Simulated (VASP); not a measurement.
Wanted: the native input for a VASP 6.6.1 run.

* Task: single point
* Functional: PBE-based screened hybrid with 15 % exact exchange
* Potentials or basis: VASP PAW PBE potentials, release 64 (Li_sv, F)
* Cutoff: 520 eV
* k mesh: 6 × 6 × 6
* Occupations: gaussian, width 0.01 eV
* Spin: no spin polarisation
* Dipole correction: no
* Grid for exact exchange (PRECFOCK): Normal
* Share of exact exchange: 0.15
* Further INCAR settings: ALGO = Normal; EDIFF = 1e-06; NBANDS = 12
* Screening parameter: 0.2078 1/Å

The system is LiF.

```
CELL_PARAMETERS angstrom
0.00000 1.99487 1.99487
1.99487 0.00000 1.99487
1.99487 1.99487 0.00000
ATOMIC_POSITIONS crystal
Li 0.00000 0.00000 0.00000
F 0.50000 0.50000 0.50000
```

The input as run:

POSCAR

```
LiF
1.0
    0.0000000000      1.9948691814      1.9948691814
    1.9948691814      0.0000000000      1.9948691814
    1.9948691814      1.9948691814      0.0000000000
Li F
1 1
Direct
    0.0000000000      0.0000000000      0.0000000000
    0.5000000000      0.5000000000      0.5000000000
```

INCAR.step1

```
SYSTEM = LiF
PREC     = Accurate       ! precision mode
ENCUT    = 520            ! plane-wave cutoff, eV
EDIFF    = 1E-5           ! SCF threshold, eV
ISMEAR   = 0              ! smearing method
SIGMA    = 0.01           ! smearing width, eV
LREAL    = .False.        ! projectors in reciprocal space
LASPH    = .True.         ! aspherical terms in the spheres
NELM     = 100            ! most SCF steps
ALGO     = Normal         ! electronic algorithm
ISIF     = 2              ! what is computed and relaxed
LWAVE    = .True.         ! write WAVECAR
LCHARG   = .False.        ! write CHGCAR
NBANDS   = 12             ! bands
GGA      = PE             ! functional
```

INCAR.step2

```
SYSTEM = LiF
PREC     = Accurate       ! precision mode
ENCUT    = 520            ! plane-wave cutoff, eV
EDIFF    = 1E-6           ! SCF threshold, eV
ISMEAR   = 0              ! smearing method
SIGMA    = 0.01           ! smearing width, eV
LREAL    = .False.        ! projectors in reciprocal space
LASPH    = .True.         ! aspherical terms in the spheres
NELM     = 100            ! most SCF steps
ALGO     = Normal         ! electronic algorithm
ISIF     = 2              ! what is computed and relaxed
LWAVE    = .False.        ! write WAVECAR
LCHARG   = .False.        ! write CHGCAR
GGA      = PE             ! functional
LHFCALC  = .True.         ! exact exchange
AEXX     = 0.15           ! exact-exchange fraction
HFSCREEN = 0.2078         ! screening, 1/A
PRECFOCK = Normal       
NBANDS   = 12             ! bands
ISTART   = 1
```

KPOINTS

```
Automatic mesh
0
Gamma
  6 6 6
  0 0 0
```

Potentials or basis: VASP PAW PBE potentials, release 64 (Li_sv, F).

Command:

```sh
$ cat potpaw_PBE.64/Li_sv/POTCAR potpaw_PBE.64/F/POTCAR > POTCAR
$ cp INCAR.step1 INCAR
$ mpirun -np 1 vasp_std > vasp.out
$ cp INCAR.step2 INCAR
$ mpirun -np 1 vasp_std > vasp.out
```

It gave:

```
Band gap on the k mesh : 10.73 eV
```

Caveat: the k points lie up to 0.45 Å⁻¹ apart.

Wall time 3.5 min on 1 thread of AMD EPYC 7R43 64-Core Processor (Zen 3), on a shared host, peak memory 0.2 GiB.
